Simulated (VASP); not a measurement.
# TaO5 (P6/mmm) in VASP: further runs

The runs below take TaO5 through relaxation of cell and atoms, with PBE.

All numbers are computed with VASP 6.6.1; they aren't measurements. Logs are shortened: lines on timing, memory, paths and dates and some standing lists are left out, and cuts for length are marked.

### 1 The cell of the first run

Symmetry: P6/mmm, No. 191, hexagonal system. Conventional cell: a = 4.416 Å, b = 4.416 Å, c = 3.620 Å, α = 90.00°, β = 90.00°, γ = 120.00°. Within 3.4 Å of Ta (site symmetry 6/mmm) lie 18 O at 2.55 to 2.86 Å. O (site symmetry mmm) has 8 O at 2.21 Å and 4 Ta at 2.86 Å within 2.9 Å. Within 2.9 Å of O (site symmetry -6m2) lie 9 O at 2.21 to 2.55 Å and 3 Ta at 2.55 Å.

The cell was generated, and may not be a known phase.

### 2 Relaxation of cell and atoms, PBE

Contents of INCAR:

```
ALGO = Normal ; EDIFF = 1E-7
EDIFFG = -0.04 ; ENCUT = 600
GGA = PE ; IBRION = 2
ISIF = 3 ; ISMEAR = 0
LASPH = True ; LCHARG = False
LREAL = False ; LWAVE = False
NELM = 100 ; NSW = 90
PREC = Accurate ; SIGMA = 0.1
```

Contents of KPOINTS:

```
k-points
0
Gamma
  6 6 6
```

Contents of POSCAR:

```
TaO5
1.0
    4.4155181900      0.0000000000      0.0000000000
   -2.2077590900      3.8239509200      0.0000000000
    0.0000000000      0.0000000000      3.6204277900
Ta O
1 5
Direct
    0.0000000000      0.0000000000      0.0000000000
    0.5000000000      0.0000000000      0.5000000000
    0.5000000000      0.5000000000      0.5000000000
    0.0000000000      0.5000000000      0.5000000000
    0.3333333300      0.6666666700      0.0000000000
    0.6666666700      0.3333333300      0.0000000000
```

Potentials or basis: VASP PAW PBE potentials, release 64 (Ta_pv, O).

Started as:

```console
> cat potpaw_PBE.64/Ta_pv/POTCAR potpaw_PBE.64/O/POTCAR > POTCAR
> mpirun -np 1 vasp_std > vasp.out
```

OUTCAR:

```text
EDIFF = 1E-7
   EDIFFG = -0.04
   ENCUT = 600
   GGA = PE
   IBRION = 2
   ISIF = 3
   ISMEAR = 0
   LASPH = True
   LREAL = False
   NELM = 100
   NSW = 90
   PREC = Accurate

 ion  position               nearest neighbor table
   1  0.000  0.000  0.000-   5 2.55   6 2.55   5 2.55   6 2.55   6 2.55   5 2.55
   2  0.500  0.000  0.500-
   3  0.500  0.500  0.500-
   4  0.000  0.500  0.500-
   5  0.333  0.667  0.000-   1 2.55   1 2.55   1 2.55
   6  0.667  0.333  0.000-   1 2.55   1 2.55   1 2.55

  LATTYP: Found a hexagonal cell.
 ALAT       =     4.4155181900
 C/A-ratio  =     0.8199327087

  Lattice vectors:

 A1 = (   4.4155181900,   0.0000000000,   0.0000000000)
 A2 = (  -2.2077590900,   3.8239509200,   0.0000000000)
 A3 = (   0.0000000000,   0.0000000000,   3.6204277900)

Analysis of symmetry for initial positions (statically):
=====================================================================
 Subroutine PRICEL returns:
 Original cell was already a primitive cell.

 Routine SETGRP: Setting up the symmetry group for a
 hexagonal supercell.

 Subroutine GETGRP returns: Found 24 space group operations
 (whereof 24 operations were pure point group operations)
 out of a pool of 24 trial point group operations.

The static configuration has the point symmetry D_6h.

Analysis of symmetry for dynamics (positions and initial velocities):
=====================================================================
 Subroutine PRICEL returns:
 Original cell was already a primitive cell.

 Routine SETGRP: Setting up the symmetry group for a
 hexagonal supercell.

 Subroutine GETGRP returns: Found 24 space group operations
 (whereof 24 operations were pure point group operations)
 out of a pool of 24 trial point group operations.

The dynamic configuration has the point symmetry D_6h.

 Subroutine INISYM returns: Found 24 space group operations
 (whereof 24 operations are pure point group operations),
 and found     1 'primitive' translations

----------------------------------------------------------------------------------------

                                     Primitive cell

  volume of cell :      61.1299

  direct lattice vectors                    reciprocal lattice vectors
     4.415518190  0.000000000  0.000000000     0.226473985  0.130754816  0.000000000
    -2.207759090  3.823950920  0.000000000     0.000000000  0.261509633  0.000000000
     0.000000000  0.000000000  3.620427790     0.000000000  0.000000000  0.276210453

  length of vectors
     4.415518190  4.415518185  3.620427790     0.261509632  0.261509633  0.276210453

  position of ions in fractional coordinates (direct lattice)
     0.000000000  0.000000000  0.000000000
     0.500000000  0.000000000  0.500000000
     0.500000000  0.500000000  0.500000000
     0.000000000  0.500000000  0.500000000
     0.333333330  0.666666670  0.000000000
     0.666666670  0.333333330  0.000000000

  ion indices of the primitive-cell ions
   primitive index   ion index
                 1           1
                 2           2
                 3           3
                 4           4
                 5           5
                 6           6

----------------------------------------------------------------------------------------

 KPOINTS: k-points

Automatic generation of k-mesh.
 Grid dimensions read from file:
 generate k-points for:    6    6    6

 Generating k-lattice:

  Cartesian coordinates                     Fractional coordinates (reciprocal lattice)
     0.037745664  0.021792469  0.000000000     0.166666667  0.000000000  0.000000000
     0.000000000  0.043584939  0.000000000     0.000000000  0.166666667  0.000000000
     0.000000000  0.000000000  0.046035076     0.000000000  0.000000000  0.166666667

  Length of vectors
     0.043584939  0.043584939  0.046035076

  Shift w.r.t. Gamma in fractional coordinates (k-lattice)
     0.000000000  0.000000000  0.000000000

 Subroutine IBZKPT returns following result:
 ===========================================

 Found     28 irreducible k-points:

 Following reciprocal coordinates:
            Coordinates               Weight
  0.000000  0.000000  0.000000      1.000000
  0.166667  0.000000  0.000000      6.000000
  0.333333  0.000000  0.000000      6.000000
  0.500000  0.000000  0.000000      3.000000
  0.166667  0.166667  0.000000      6.000000
  0.333333  0.166667  0.000000     12.000000
[... 16 lines left out ...]
  0.166667  0.000000  0.500000      6.000000
  0.333333  0.000000  0.500000      6.000000
 [... further k-points ...]
   k-points           NKPTS =     28   k-points in BZ     NKDIM =     28   number of bands    NBANDS=     24
   number of dos      NEDOS =    301   number of ions     NIONS =      6
   total plane-waves  NPLWV =  38880
   dimension x,y,z NGX =    36 NGY =   36 NGZ =   30
   dimension x,y,z NGXF=    72 NGYF=   72 NGZF=   60
   ions per type =               1   5
   NGX,Y,Z   is equivalent  to a cutoff of  13.55, 13.55, 13.78 a.u.
   NGXF,Y,Z  is equivalent  to a cutoff of  27.11, 27.11, 27.55 a.u.
 SYSTEM =  unknown system
   PREC   = accura    normal or accurate (medium, high low for compatibility)
   ISTART =      0    job   : 0-new  1-cont  2-samecut
   ICHARG =      2    charge: 1-file 2-atom 10-const
   ISPIN  =      1    spin polarized calculation?
   LNONCOLLINEAR =      F non collinear calculations
   LSORBIT =      F    spin-orbit coupling
   LASPH  =      T    aspherical Exc in radial PAW
   ENCUT  =  600.0 eV  44.10 Ry    6.64 a.u.   8.82  8.82  7.23*2*pi/ulx,y,z
   NELM   =    100;   NELMIN=  2; NELMDL= -5     # of ELM steps
   EDIFF  = 0.1E-06   stopping-criterion for ELM
   LREAL  =      F    real-space projection
   EDIFFG = -.4E-01   stopping-criterion for IOM
   NSW    =     90    number of steps for IOM
   IBRION =      2    ionic relax: 0-MD 1-quasi-New 2-CG
   NFREE  =      1    steps in history (QN), initial steepest desc. (CG)
   ISIF   =      3    stress and relaxation
   ISYM   =      2    0-nonsym 1-usesym 2-fastsym
   POTIM  = 0.5000    time-step for ionic-motion
   TEBEG  =    0.0;   TEEND  =   0.0 temperature during run
   PSTRESS=    0.0 pullay stress
   NELECT =      41.0000    total number of electrons
   NUPDOWN=      -1.0000    fix difference up-down
   EMIN   =  10.00;   EMAX   =-10.00  energy-range for DOS
   EFERMI =   0.00;   METHOD = LEGACY
   ISMEAR =     0;   SIGMA  =   0.10  broadening in eV -4-tet -1-fermi 0-gaus
   EFERMI_NEDOS =   21; number of points for ismear=-14 and -15
   IALGO  =     38    algorithm
   IMIX   =      4    mixing-type and parameters
     AMIX     =   0.40;   BMIX     =  1.00
     AMIX_MAG =   1.60;   BMIX_MAG =  1.00
  volume/ion in A,a.u.               =      10.19        68.75
  Fermi-wavevector in a.u.,A,eV,Ry     =   1.433017  2.708010 27.940096  2.053539
  Thomas-Fermi vector in A             =   2.552582
   LORBIT       =      0    0 simple, 1 ext, 2 COOP (PROOUT), +10 PAW based schemes
   GGA     = PE    functional components
   LHFCALC =     F    Hartree Fock is set to
   AEXX    =    0.0000 exact exchange contribution
   IVDW    =     0    specifies the selected vdW correction
   LEPSILON=     F    determine dielectric tensor
   LRPA    =     F    only Hartree local field effects (RPA)
 conjugate gradient relaxation of ions
 non-spin polarized calculation
 Gauss-broadening in eV      SIGMA  =   0.10
  energy-cutoff  :      600.00
  volume of cell :       61.13
 maximum number of plane-waves:      2060
 NGX is ok and might be reduce to    36
   NGX = 17   NGY = 17   NGZ = 15

--------------------------------------- Ionic step        1  -------------------------------------------

 number of electron      40.9999996 magnetization

 Free energy of the ion-electron system (eV)
  ---------------------------------------------------
  ext. energy  EPLUGINS =         0.00000000
  ---------------------------------------------------
  free energy    TOTEN  =       -29.91966118 eV

  energy without entropy =      -29.88179468  energy(sigma->0) =      -29.90072793

------------------------ aborting loop because EDIFF is reached ----------------------------------------

  FORCE on cell =-STRESS in cart. coord.  units (eV):
  Direction    XX          YY          ZZ          XY          YZ          ZX
  --------------------------------------------------------------------------------------
  -------------------------------------------------------------------------------------
  Total      -14.9377639    -14.9377639      4.6573497     -0.0000000      0.0000000     -0.0000000
  in kB     -391.5094914   -391.5094907    122.0662349     -0.0000005      0.0000000     -0.0000000
  external PRESSURE =    -220.3175824 kB  Pullay stress =       0.0000000 kB
[... 101 lines left out ...]
  FREE ENERGIE OF THE ION-ELECTRON SYSTEM (eV)
  ---------------------------------------------------
  free  energy   TOTEN  =       -33.1221627133 eV

  energy  without entropy=      -33.0937241592  energy(sigma->0) =      -33.10794344

[... ionic steps 4 to 11 ...]

--------------------------------------- Ionic step       12  -------------------------------------------

 number of electron      40.9999947 magnetization

------------------------ aborting loop because EDIFF is reached ----------------------------------------

  FORCE on cell =-STRESS in cart. coord.  units (eV):
  Direction    XX          YY          ZZ          XY          YZ          ZX
  --------------------------------------------------------------------------------------
  -------------------------------------------------------------------------------------
  Total        0.2480516      0.2480516      0.4353107      0.0000000      0.0000000      0.0000000
  in kB        7.0170116      7.0170116     12.3142915      0.0000000      0.0000000      0.0000000
  external PRESSURE =       8.7827716 kB  Pullay stress =       0.0000000 kB
[... 65 lines left out ...]
  energy  without entropy=      -36.3839190977  energy(sigma->0) =      -36.38916900

--------------------------------------- Ionic step       14  -------------------------------------------

 number of electron      40.9999944 magnetization

 Free energy of the ion-electron system (eV)
  ---------------------------------------------------
  ext. energy  EPLUGINS =         0.00000000
  ---------------------------------------------------
  free energy    TOTEN  =       -36.39511202 eV

  energy without entropy =      -36.38465406  energy(sigma->0) =      -36.38988304

 E-fermi :   4.3694     XC(G=0): -11.8927

 val. band max:        4.3402564075   @ k =   0.0000   0.0000   0.0000
 cond. band min:       4.4059181436   @ k =   0.3333   0.3333   0.0000
 fundamental gap:      0.0656617361
 Fermi energy:         4.3694018895

 k-point     1 :       0.0000    0.0000    0.0000
  band No.  band energies     occupation
      1     -32.2185      2.00000
      2     -31.4030      2.00000
      3     -31.4030      2.00000
      4     -18.1669      2.00000
      5     -15.4409      2.00000
      6     -11.1922      2.00000
[... 637 lines left out ...]
     23       5.4540      0.00000
     24       5.6233      0.00000

 [... further k-points ...]

------------------------ aborting loop because EDIFF is reached ----------------------------------------

  FORCE on cell =-STRESS in cart. coord.  units (eV):
  Direction    XX          YY          ZZ          XY          YZ          ZX
  --------------------------------------------------------------------------------------
  -------------------------------------------------------------------------------------
  Total        0.1816710      0.1816710      0.0625608      0.0000000      0.0000000      0.0000000
  in kB        5.1254954      5.1254954      1.7650321      0.0000000      0.0000000      0.0000000
  external PRESSURE =       4.0053410 kB  Pullay stress =       0.0000000 kB
[... 21 lines left out ...]
  FREE ENERGIE OF THE ION-ELECTRON SYSTEM (eV)
  ---------------------------------------------------
  free  energy   TOTEN  =       -36.3951120244 eV

  energy  without entropy=      -36.3846540583  energy(sigma->0) =      -36.38988304

 reached required accuracy - stopping structural energy minimisation
```

Run time: 5 min. Hardware: 1 thread of AMD EPYC 9R45 (Zen 5), shared host; peak memory 0.21 GiB.

Results:

```yaml
Free_energy: -36.3951 eV
Relaxed_volume: 9.46 Å³/atom
Relaxed_cell: a = 3.653 Å, b = 3.653 Å, c = 4.915 Å, α = 90.00°, β = 90.00°, γ = 120.00°
Space_group_after_relaxing_to_0.1_Å: P6/mmm (No. 191)
Pressure_after_relaxing: 0.4 GPa
Band_gap_on_the_k_mesh: zero (an odd number of electrons rules out a gap without spin polarisation)
```

Final structure:
```
Ta O
1.0
     3.65261    0.00000    0.00000
    -1.82630    3.16325    0.00000
     0.00000    0.00000    4.91500
Ta O
1 5
Direct
  0.00000 0.00000 0.00000
  0.50000 0.00000 0.50000
  0.50000 0.50000 0.50000
  0.00000 0.50000 0.50000
  0.33333 0.66667 0.00000
  0.66667 0.33333 0.00000
```

Caveat: a cell axis changed by over 15 % at a fixed basis, so the end point is rough; spin-orbit coupling is left out, which moves the levels of the heavy elements; an odd number of electrons without spin polarisation forces a metal; a magnetic or distorted state may lie lower.

(Part 1 of 2 ends here.)

The gap in the log of VASP goes by the Fermi energy; the results here count the filled bands.